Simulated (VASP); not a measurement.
# BAs in VASP: settings compared, part 2 of 2

VASP 6.6.1. Earlier steps stand in the parts before.

### 5 Single point, PBE (uniaxial z strain -1.0%)

INCAR reads:

```
ALGO = Normal
EDIFF = 1E-7
ENCUT = 520
GGA = PE
ISIF = 2
ISMEAR = -1
LASPH = T
LCHARG = F
LREAL = F
LWAVE = F
NBANDS = 11
NELM = 60
PREC = Accurate
SIGMA = 0.02
```

KPOINTS reads:

```
k-points
0
Gamma
  10 10 10
```

POSCAR reads:

```
BAs
1.0
    0.0000000000      2.3918676041      2.3679489280
    2.3918676041      0.0000000000      2.3679489280
    2.3918676041      2.3918676041      0.0000000000
B As
1 1
Direct
    0.0000000000      0.0000000000      0.0000000000
    0.2500000000      0.2500000000      0.2500000000
```

Potentials or basis: VASP PAW PBE potentials, release 64 (B, As).

Command:

```console
> cat potpaw_PBE.64/B/POTCAR potpaw_PBE.64/As/POTCAR > POTCAR
> mpirun -np 1 vasp_std > vasp.out
```

OUTCAR:

```text
EDIFF = 1E-7
   ENCUT = 520
   GGA = PE
   ISIF = 2
   ISMEAR = -1
   LASPH = T
   LREAL = F
   NELM = 60
   PREC = Accurate

 ion  position               nearest neighbor table
   1  0.000  0.000  0.000-   2 2.06   2 2.06   2 2.06   2 2.06
   2  0.250  0.250  0.250-   1 2.06   1 2.06   1 2.06   1 2.06

  LATTYP: Found a body centered tetragonal cell.
 ALAT       =     3.3826116051
 C/A-ratio  =     1.4000714267

  Lattice vectors:

 A1 = (   0.0000000000,  -2.3918676041,  -2.3679489280)
 A2 = (   0.0000000000,   2.3918676041,  -2.3679489280)
 A3 = (   2.3918676041,   0.0000000000,   2.3679489280)

Analysis of symmetry for initial positions (statically):
=====================================================================
 Subroutine PRICEL returns:
 Original cell was already a primitive cell.

 Routine SETGRP: Setting up the symmetry group for a
 body centered tetragonal supercell.

 Subroutine GETGRP returns: Found  8 space group operations
 (whereof  8 operations were pure point group operations)
 out of a pool of 16 trial point group operations.

The static configuration has the point symmetry D_2d.

Analysis of symmetry for dynamics (positions and initial velocities):
=====================================================================
 Subroutine PRICEL returns:
 Original cell was already a primitive cell.

 Routine SETGRP: Setting up the symmetry group for a
 body centered tetragonal supercell.

 Subroutine GETGRP returns: Found  8 space group operations
 (whereof  8 operations were pure point group operations)
 out of a pool of 16 trial point group operations.

The dynamic configuration has the point symmetry D_2d.

 Subroutine INISYM returns: Found  8 space group operations
[... 119 lines left out ...]
  Fermi-wavevector in a.u.,A,eV,Ry     =   1.090133  2.060052 16.169013  1.188389
  Thomas-Fermi vector in A             =   2.226351
   LORBIT       =      0    0 simple, 1 ext, 2 COOP (PROOUT), +10 PAW based schemes
   GGA     = PE    functional components
   LHFCALC =     F    Hartree Fock is set to
   AEXX    =    0.0000 exact exchange contribution
   IVDW    =     0    specifies the selected vdW correction
   LEPSILON=     F    determine dielectric tensor
   LRPA    =     F    only Hartree local field effects (RPA)
 non-spin polarized calculation
  energy-cutoff  :      520.00
  volume of cell :       27.09
 maximum number of plane-waves:       744
 NGX is ok and might be reduce to    28
   NGX = 13   NGY = 13   NGZ = 13

 number of electron       8.0000000 magnetization

 Free energy of the ion-electron system (eV)
  ---------------------------------------------------
  ext. energy  EPLUGINS =         0.00000000
  ---------------------------------------------------
  free energy    TOTEN  =       -11.40139253 eV

  energy without entropy =      -11.40139253  energy(sigma->0) =      -11.40139253

 E-fermi :   6.6504     XC(G=0): -10.6097

 val. band max:        6.2551336631   @ k =   0.0000   0.0000   0.0000
 cond. band min:       7.2727534478   @ k =   0.4000   0.4000   0.0000
 fundamental gap:      1.0176197847
 Fermi energy:         6.6504227382

 k-point     1 :       0.0000    0.0000    0.0000
  band No.  band energies     occupation
      1      -9.2638      2.00000
      2       6.1585      2.00000
      3       6.1585      2.00000
      4       6.2551      2.00000
      5       9.4318      0.00000
      6       9.4969      0.00000
      7       9.4969      0.00000
      8      10.9505      0.00000
      9      15.8025      0.00000
     10      19.0271      0.00000
     11      19.2972      0.00000
[... 309 lines left out ...]
 k-point    24 :       0.4000    0.3000    0.0000
  band No.  band energies     occupation
      1      -6.5726      2.00000
      2      -0.2356      2.00000
      3       2.1630      2.00000
      4       2.6251      2.00000
      5       7.7984      0.00000
      6       9.5336      0.00000
      7      15.0801      0.00000
      8      15.2874      0.00000
      9      18.3596      0.00000
     10      22.0465      0.00000
     11      22.1360      0.00000

 [... further k-points ...]

------------------------ aborting loop because EDIFF is reached ----------------------------------------

  FORCE on cell =-STRESS in cart. coord.  units (eV):
  Direction    XX          YY          ZZ          XY          YZ          ZX
  --------------------------------------------------------------------------------------
  -------------------------------------------------------------------------------------
  Total        0.6098661      0.6098661      0.9565435      0.0000000      0.0000000      0.0000000
  in kB       36.0635486     36.0635486     56.5638190      0.0000000      0.0000000      0.0000000
  external PRESSURE =      42.8969720 kB  Pullay stress =       0.0000000 kB

 VOLUME and BASIS-vectors are now :
 -----------------------------------------------------------------------------
  energy-cutoff  :      520.00
  volume of cell :       27.09
      direct lattice vectors                 reciprocal lattice vectors
     0.000000000  2.391867604  2.367948928    -0.209041671  0.209041671  0.211153203
     2.391867604  0.000000000  2.367948928     0.209041671 -0.209041671  0.211153203
     2.391867604  2.391867604  0.000000000     0.209041671  0.209041671 -0.211153203

 POSITION                                       TOTAL-FORCE (eV/Angst)
 -----------------------------------------------------------------------------------
      0.00000      0.00000      0.00000        -0.000000     -0.000000     -0.000000
      1.19593      1.19593      1.18397         0.000000      0.000000      0.000000
 -----------------------------------------------------------------------------------
    total drift:                               -0.000000     -0.000000     -0.000000

  FREE ENERGIE OF THE ION-ELECTRON SYSTEM (eV)
  ---------------------------------------------------
  free  energy   TOTEN  =       -11.4013925319 eV

  energy  without entropy=      -11.4013925319  energy(sigma->0) =      -11.40139253
```

It took 51 s on 1 thread of Intel Xeon Platinum 8259CL at 2.50GHz (Skylake/Cascade Lake), shared host; peak memory 0.17 GiB.

What came out:

```yaml
Free_energy: -11.4014 eV
Pressure: 4.3 GPa
Band_gap_on_the_k_mesh: 1.02 eV, indirect (least direct gap 3.18 eV)
```

Caveat: the cell differs from its parent crystal (uniaxial z strain -1.0%). A k mesh can miss the band edges.

### 6 Single point, PBE (uniaxial z strain +1.0%)

INCAR reads:

```
SYSTEM = BAs
ALGO = Normal
EDIFF = 1E-6
ENCUT = 520
GGA = PE
ISIF = 2
ISMEAR = -1
LASPH = .True.
LCHARG = .False.
LREAL = .False.
LWAVE = .False.
NBANDS = 11
NELM = 80
PREC = Accurate
SIGMA = 0.02
```

KPOINTS reads:

```
k-points
0
Gamma
  10 10 10
  0 0 0
```

POSCAR reads:

```
BAs
1.0
    0.0000000000      2.3918676041      2.4157862801
    2.3918676041      0.0000000000      2.4157862801
    2.3918676041      2.3918676041      0.0000000000
B As
1 1
Direct
    0.0000000000      0.0000000000      0.0000000000
    0.2500000000      0.2500000000      0.2500000000
```

Potentials or basis: VASP PAW PBE potentials, release 64 (B, As).

Command:

```console
> cat potpaw_PBE.64/B/POTCAR potpaw_PBE.64/As/POTCAR > POTCAR
> mpirun -np 1 vasp_std > vasp.out
```

OUTCAR:

```text
SYSTEM = BAs
   EDIFF = 1E-6
   ENCUT = 520
   GGA = PE
   ISIF = 2
   ISMEAR = -1
   LASPH = .True.
   LREAL = .False.
   NELM = 80
   PREC = Accurate

 ion  position               nearest neighbor table
   1  0.000  0.000  0.000-   2 2.08   2 2.08   2 2.08   2 2.08
   2  0.250  0.250  0.250-   1 2.08   1 2.08   1 2.08   1 2.08

  LATTYP: Found a body centered tetragonal cell.
 ALAT       =     3.3826116051
 C/A-ratio  =     1.4283556980

  Lattice vectors:

 A1 = (  -2.3918676041,   0.0000000000,   2.4157862801)
 A2 = (   2.3918676041,   0.0000000000,   2.4157862801)
 A3 = (   0.0000000000,   2.3918676041,  -2.4157862801)

Analysis of symmetry for initial positions (statically):
=====================================================================
 Subroutine PRICEL returns:
 Original cell was already a primitive cell.

 Routine SETGRP: Setting up the symmetry group for a
 body centered tetragonal supercell.

 Subroutine GETGRP returns: Found  8 space group operations
 (whereof  8 operations were pure point group operations)
 out of a pool of 16 trial point group operations.

The static configuration has the point symmetry D_2d.
[... 171 lines left out ...]
      2       5.9064      2.00000
      3       6.0031      2.00000
      4       6.0031      2.00000
      5       9.2089      0.00000
      6       9.2089      0.00000
      7       9.2729      0.00000
      8      10.4768      0.00000
      9      15.4857      0.00000
     10      18.7245      0.00000
     11      18.9995      0.00000
[... 309 lines left out ...]
 k-point    24 :       0.4000    0.3000    0.0000
  band No.  band energies     occupation
      1      -6.7261      2.00000
      2      -0.4966      2.00000
      3       2.0822      2.00000
      4       2.5932      2.00000
      5       7.7581      0.00000
      6       9.4167      0.00000
      7      14.6910      0.00000
      8      14.9536      0.00000
      9      17.8367      0.00000
     10      21.5529      0.00000
     11      21.8033      0.00000

 [... further k-points ...]

------------------------ aborting loop because EDIFF is reached ----------------------------------------

  FORCE on cell =-STRESS in cart. coord.  units (eV):
  Direction    XX          YY          ZZ          XY          YZ          ZX
  --------------------------------------------------------------------------------------
  -------------------------------------------------------------------------------------
  Total        0.3619543      0.3619543      0.0072243      0.0000000     -0.0000000      0.0000000
  in kB       20.9798102     20.9798102      0.4187375      0.0000000     -0.0000000      0.0000000
  external PRESSURE =      14.1261193 kB  Pullay stress =       0.0000000 kB

 VOLUME and BASIS-vectors are now :
 -----------------------------------------------------------------------------
  energy-cutoff  :      520.00
  volume of cell :       27.64
      direct lattice vectors                 reciprocal lattice vectors
     0.000000000  2.391867604  2.415786280    -0.209041671  0.209041671  0.206971951
     2.391867604  0.000000000  2.415786280     0.209041671 -0.209041671  0.206971951
     2.391867604  2.391867604  0.000000000     0.209041671  0.209041671 -0.206971951

 POSITION                                       TOTAL-FORCE (eV/Angst)
 -----------------------------------------------------------------------------------
      0.00000      0.00000      0.00000         0.000000      0.000000      0.000000
      1.19593      1.19593      1.20789        -0.000000     -0.000000     -0.000000
 -----------------------------------------------------------------------------------
    total drift:                               -0.000000     -0.000000     -0.000000

  FREE ENERGIE OF THE ION-ELECTRON SYSTEM (eV)
  ---------------------------------------------------
  free  energy   TOTEN  =       -11.4111707729 eV

  energy  without entropy=      -11.4111707729  energy(sigma->0) =      -11.41117077
```

OSZICAR:

```text
N       E                     dE             d eps       ncg     rms          rms(c)
DAV:   1     0.120273285350E+02    0.12027E+02   -0.38245E+03  2244   0.647E+02
DAV:   2    -0.113034012099E+02   -0.23331E+02   -0.22196E+02  3117   0.104E+02
DAV:   3    -0.120210112012E+02   -0.71761E+00   -0.71558E+00  2800   0.166E+01
DAV:   4    -0.120231313343E+02   -0.21201E-02   -0.21201E-02  2508   0.101E+00
DAV:   5    -0.120231345753E+02   -0.32410E-05   -0.32410E-05  2734   0.424E-02    0.483E+00
DAV:   6    -0.114734019475E+02    0.54973E+00   -0.15405E+00  2406   0.500E+00    0.235E+00
DAV:   7    -0.114172986711E+02    0.56103E-01   -0.18287E-01  2630   0.210E+00    0.973E-01
DAV:   8    -0.114107074157E+02    0.65913E-02   -0.19925E-02  2544   0.799E-01    0.968E-02
DAV:   9    -0.114110078417E+02   -0.30043E-03   -0.77337E-04  2580   0.159E-01    0.572E-02
DAV:  10    -0.114111645187E+02   -0.15668E-03   -0.19270E-04  2389   0.845E-02    0.120E-02
DAV:  11    -0.114111705775E+02   -0.60588E-05   -0.55340E-06  2768   0.158E-02    0.102E-02
DAV:  12    -0.114111707729E+02   -0.19540E-06   -0.27739E-06  2391   0.907E-03
   1 F= -.11411171E+02 E0= -.11411171E+02  d E =-.183261E-12
```

Wall time 41 s (1 thread of AMD EPYC 7R43 (Zen 3), shared host); peak memory 0.13 GiB.

What came out:

```
Free energy            : -11.4112 eV
Pressure               : 1.4 GPa
Band gap on the k mesh : 1.12 eV, indirect (least direct gap 3.21 eV)
```

Caveat: the cell differs from its parent crystal (uniaxial z strain +1.0%). A k mesh can miss the band edges.

### 7 The runs side by side

```csv
level,cell,smearing,gap on the mesh (eV),pressure (GPa)
r2SCAN,"a = 3.383 Å, angles 60.0°, 2 atoms",gaussian 0.01 eV,1.37,0.3
PBE,"a = 3.332, b = 3.332, c = 3.383 Å, angles 59.5, 59.5, 61.0°, 2 atoms",fermi-dirac 0.02 eV,0.69,7.5
PBE,"a = 3.349, b = 3.349, c = 3.383 Å, angles 59.7, 59.7, 60.7°, 2 atoms",fermi-dirac 0.02 eV,0.85,5.8
PBE,"a = 3.366, b = 3.366, c = 3.383 Å, angles 59.8, 59.8, 60.3°, 2 atoms",fermi-dirac 0.02 eV,1.02,4.3
PBE,"a = 3.400, b = 3.400, c = 3.383 Å, angles 60.2, 60.2, 59.7°, 2 atoms",fermi-dirac 0.02 eV,1.12,1.4
```

Alike in all rows: task single point; potentials or basis VASP PAW PBE potentials, release 64 (B, As); no spin polarisation; k mesh 10 × 10 × 10; cutoff (eV) 520.

Caveats: the PAW data sets were made with another functional, which shifts forces and pressure a little (some runs).

Total energies depend on the potentials used, so only differences within one code and one set of settings carry meaning.
